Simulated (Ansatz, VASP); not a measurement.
GaC3 in VASP and in Ansatz

The input INCAR:

```
  ALGO = Normal
  EDIFF = 1E-6
  ENCUT = 520
  GGA = PS
  ISIF = 2
  ISMEAR = -1
  LASPH = T
  LCHARG = F
  LREAL = F
  LWAVE = F
  NBANDS = 20
  NELM = 100
  PREC = Accurate
  SIGMA = 0.05
```

File KPOINTS:

```
k-points
0
Gamma
  7 7 7
```

The input POSCAR:

```
GaC3
1.0
    3.2740918527      0.0000000000      0.0000000000
    0.0000000000      3.2740918527      0.0000000000
    0.0000000000      0.0000000000      3.2740918527
Ga C
1 3
Direct
    0.0000000000      0.0000000000      0.0000000000
    0.0000000000      0.5000000000      0.5000000000
    0.5000000000      0.0000000000      0.5000000000
    0.5000000000      0.5000000000      0.0000000000
```

Input for Ansatz:

```yaml
crystal:
  lattice:
    - [3.2740918526699856, 0.0, 0.0]
    - [0.0, 3.2740918526699856, 0.0]
    - [0.0, 0.0, 3.2740918526699856]
  atoms:
    - { symbol: Ga, position: [0.0, 0.0, 0.0] }
    - { symbol: C, position: [0.0, 0.5, 0.5] }
    - { symbol: C, position: [0.5, 0.0, 0.5] }
    - { symbol: C, position: [0.5, 0.5, 0.0] }
basis:
  ecutwfc: 470.0
kpoints:
  mp_grid:
    grid: [7, 7, 7]
hamiltonian:
  xc: pbesol
  pseudopotentials:
    kind: paw
scf:
  occupations:
    method: fermi_dirac
    width: 0.05
output:
  stress: true
```

Alike in both runs: task single point; functional PBEsol; k mesh 7 × 7 × 7; occupations fermi-dirac, width 0.05 eV; no spin polarisation.

|  | VASP | Ansatz |
| --- | --- | --- |
| version | VASP 6.6.1 | Ansatz 0.2.0 |
| potentials or method | VASP PAW PBE potentials, release 64 (Ga_d, C), cutoff 520 eV | plane waves, PAW |
| valence electrons in the cell | 25 | 25 |

```csv
,VASP,Ansatz,Ansatz less VASP
pressure (GPa),2.8,2.4,-0.40
```

VASP's potentials were made for PBE, not for PBEsol.
